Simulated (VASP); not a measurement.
Input of a VASP 6.6.1 run:

File INCAR:

```
SYSTEM = V
  ALGO = Normal
  EDIFF = 1E-6
  ENCUT = 520
  GGA = PS
  ISIF = 2
  ISMEAR = -1
  LASPH = .TRUE.
  LCHARG = .TRUE.
  LELF = .TRUE.
  LREAL = .FALSE.
  LVHAR = .TRUE.
  LWAVE = .FALSE.
  NBANDS = 20
  NELM = 100
  PREC = Accurate
  SIGMA = 0.1
```

The input KPOINTS:

```
k-points
0
G
  23 23 11
  0 0 0
```

POSCAR

```
V
1.0
    2.6433233366      0.0000000000      0.0000000000
   -1.3216616683      2.2891851599      0.0000000000
    0.0000000000      0.0000000000      4.7612657752
V
2
Direct
    0.3333333333      0.6666666667      0.2500000000
    0.6666666667      0.3333333333      0.7500000000
```

Potentials or basis: VASP PAW PBE potentials, release 64 (V_sv).

Launch:

```sh
$ cat potpaw_PBE.64/V_sv/POTCAR > POTCAR
$ mpirun -np 1 vasp_std > vasp.out
```

Question: Estimate the band gap on the k mesh.

Answer: Zero (bands 13 and 14 overlap by 1.82 eV).

Question: What does it give for the pressure?

Answer: -12.1 GPa.

Stress tensor (GPa, compression positive):
```
-12.19   0.00   0.00
  0.00 -12.19   0.00
  0.00   0.00 -12.00
```

Caveat: the cell stands under tension; the PAW data sets were made with another functional, which shifts forces and pressure a little.
